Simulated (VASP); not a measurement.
Runs of VASP 6.6.1 on Ir. The structure is that of space group Fm-3m (No. 225), or close to it. The cells are those of the table. 

| task | level | potentials or basis | spin | fixed moment (μB) | cell | k mesh | cutoff (eV) | smearing | dipole correction | grid for exact exchange (PRECFOCK) | share of exact exchange | gap on the mesh (eV) | pressure (GPa) | moment (μB) |
| --- | --- | --- | --- | --- | --- | --- | --- | --- | --- | --- | --- | --- | --- | --- |
| single point | PBE exchange alone | VASP PAW PBE potentials, release 64 (Ir) | off | - | a = 2.691 Å, angles 60.0°, 1 atom | 12 × 12 × 12 | 520 | tetrahedron | no | - | - | none | 59.6 | - |
| single point | PBEsol | VASP PAW PBE potentials, release 64 (Ir) | non-collinear, zero start, SOC | - | a = 2.709 Å, angles 60.0°, 1 atom | 12 × 12 × 12 | 520 | fermi-dirac 0.05 eV | no | - | - | - | 1.3 | 0.00 |
| single point | LDA | VASP PAW LDA potentials, release 64 (Ir_sv_GW) | off | - | a = 2.654 Å, angles 60.0°, 1 atom | 12 × 12 × 12 | 500 | fermi-dirac 0.05 eV | no | - | - | none | (a) | - |
| single point | PBE0 | VASP PAW PBE potentials, release 64 (Ir) | off | - | a = 2.654 Å, angles 60.0°, 1 atom | 8 × 8 × 8 | 520 | fermi-dirac 0.05 eV | no | Normal | 0.25 | none | 31.0 | - |
| single point | BLYP | VASP PAW PBE potentials, release 64 (Ir) | collinear | 1.0 | a = 2.779 Å, angles 60.0°, 1 atom | 12 × 12 × 12 | 520 | fermi-dirac 0.15 eV | no | - | - | - | (b) | 1.00 |
| single point | PBE exchange alone | VASP PAW PBE potentials, release 64 (Ir) | off | - | a = 2.672 Å, angles 60.0°, 1 atom | 12 × 12 × 12 | 520 | tetrahedron | no | - | - | none | 70.7 | - |
| single point | PBE0 | VASP PAW PBE potentials, release 64 (Ir) | off | - | a = 2.762 Å, angles 60.0°, 1 atom | 6 × 6 × 6 | 520 | fermi-dirac 0.05 eV | no | Normal | 0.25 | none | -19.6 | - |
| single point | SCAN | VASP PAW PBE potentials, release 64 (Ir) | off | - | a = 2.729, b = 2.729, c = 2.709 Å, angles 60.2, 60.2, 59.5°, 1 atom | 19 × 19 × 19 | 600 | methfessel-paxton 0.05 eV | - | - | - | none | -17.2 | - |
| relaxation of cell and atoms | SCAN | VASP PAW PBE potentials, release 64 (Ir) | off | - | relaxed from a = 2.736 Å, angles 60.0°, 1 atom | 16 × 16 × 16 | 370 | gaussian 0.15 eV | - | - | - | none | -0.1 | - |
| single point | PBE0 | VASP PAW PBE potentials, release 64 (Ir) | off | - | a = 2.709 Å, angles 60.0°, 1 atom | 6 × 6 × 6 | 520 | fermi-dirac 0.05 eV | no | Normal | 0.25 | none | 0.7 | - |
| single point | PBE | VASP PAW PBE potentials, release 64 (Ir) | off | - | a = 2.709, b = 2.709, c = 2.655 Å, angles 60.7, 60.7, 61.3°, 1 atom | 10 × 10 × 10 | 520 | fermi-dirac 0.05 eV | no | - | - | none | 13.1 | - |

Estimate the missing entries.

(a) 18.8; (b) 12.6.

Caveats: some runs use coarse meshes; spin-orbit coupling is left out, which moves the levels of the heavy elements (at least some runs); the PAW data sets were made with another functional, which shifts forces and pressure a little (at least some runs); the cell stands under pressure (at least some runs); tetrahedron occupations give inexact forces and stress in metals (at least some runs); the total moment is fixed, so each spin has its own Fermi level (at least some runs); the cell stands under tension (at least some runs).

A k mesh can miss the band edges, and rows without SOC leave out spin-orbit coupling on Ir.

A gap of «none» marks levels without a gap at the run's occupations.

The runs don't all hold the same shells in valence.
